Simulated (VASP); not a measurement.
Write the native input for VASP 6.6.1 that does the following.

| Quantity | Value |
| --- | --- |
| Task | single point |
| Functional | PBE |
| Potentials or basis | VASP PAW PBE potentials, release 64 (Mo_sv, Ru_pv) |
| Cutoff | 520 eV |
| k mesh | 6 × 6 × 4 |
| Occupations | gaussian, width 0.1 eV |
| Spin | no spin polarisation |
| Dipole correction | no |
| Further INCAR settings | ALGO = Normal; EDIFF = 1e-06; NBANDS = 51 |

The structure of MoRu2 lies in POSCAR:

```
MoRu2
1.0
    4.7810990000      0.0000000000      0.0000000000
   -2.3905495000      4.1405532000      0.0000000000
    0.0000000000      0.0000000000      4.3736522000
Mo Ru
2 4
Direct
    0.6666667000      0.3333333000      0.0000000000
    0.3333333000      0.6666667000      0.0000000000
    0.0000000000      0.0000000000      0.0000000000
    0.0000000000      0.3308135000      0.5000000000
    0.6691865000      0.6691865000      0.5000000000
    0.3308135000      0.0000000000      0.5000000000
```

These files were run (other wordings do the same):

INCAR

```
SYSTEM = MoRu2
ALGO = Normal
EDIFF = 1E-6
ENCUT = 520
GGA = PE
ISIF = 2
ISMEAR = 0
LASPH = .TRUE.
LCHARG = .FALSE.
LREAL = .FALSE.
LWAVE = .FALSE.
NBANDS = 51
NELM = 60
PREC = Accurate
SIGMA = 0.1
```

KPOINTS

```
k-points
0
G
  6 6 4
  0 0 0
```

Potentials or basis: VASP PAW PBE potentials, release 64 (Mo_sv, Ru_pv).

Command:

```console
$ cat potpaw_PBE.64/Mo_sv/POTCAR potpaw_PBE.64/Ru_pv/POTCAR > POTCAR
$ mpirun -np 1 vasp_std > vasp.out
```

It gave:

| Item | Value |
| --- | --- |
| Pressure | -0.1 GPa |
| Largest force | 0.024 eV/Å |
| Band gap on the k mesh | zero (bands 42 and 43 overlap by 0.80 eV) |

Wall time 38 s on 1 thread of Intel(R) Xeon(R) 6975P-C (Granite Rapids), with other jobs on the host, peak memory 0.23 GiB.
